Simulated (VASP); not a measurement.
Write the native input for VASP 6.6.1 that does the following.

```
Task                   : single point
Functional             : PBE
Potentials or basis    : VASP PAW PBE potentials, release 64 (Pb_d, Se)
Cutoff                 : 520 eV
k mesh                 : 8 × 8 × 6
Occupations            : gaussian, width 0.05 eV
Spin                   : no spin polarisation
Dipole correction      : no
Further INCAR settings : ALGO = Normal; EDIFF = 1e-06; NBANDS = 28
```

The structure of PbSe lies in POSCAR:

```
PbSe
1.0
    4.2709919997      0.0000000000      0.0000000000
   -2.1354959999      3.6987875711      0.0000000000
    0.0000000000      0.0000000000      7.6440140151
Pb Se
2 2
Direct
    0.3333333333      0.6666666667      0.2500000000
    0.6666666667      0.3333333333      0.7500000000
    0.0000000000      0.0000000000      0.0000000000
    0.0000000000      0.0000000000      0.5000000000
```

These files were run (other wordings do the same):

INCAR

```
SYSTEM = PbSe
  ALGO = Normal
  EDIFF = 1E-6
  ENCUT = 520
  GGA = PE
  ISIF = 2
  ISMEAR = 0
  LASPH = .True.
  LCHARG = .True.
  LELF = .True.
  LREAL = .False.
  LVHAR = .True.
  LWAVE = .False.
  NBANDS = 28
  NELM = 60
  PREC = Accurate
  SIGMA = 0.05
```

KPOINTS

```
k-points
0
Gamma
  8 8 6
  0 0 0
```

Potentials or basis: VASP PAW PBE potentials, release 64 (Pb_d, Se).

Command:

```bash
$ cat potpaw_PBE.64/Pb_d/POTCAR potpaw_PBE.64/Se/POTCAR > POTCAR
$ mpirun -np 1 vasp_std > vasp.out
```

It gave:

```
Pressure               : 0.0 GPa
Band gap on the k mesh : 0.21 eV (least direct gap 0.27 eV)
```

Caveat: spin-orbit coupling is left out, which moves the levels of the heavy elements.

It took 2.1 min on 1 thread of Intel Xeon 8259CL, with other jobs on the host, peak memory 0.31 GiB.
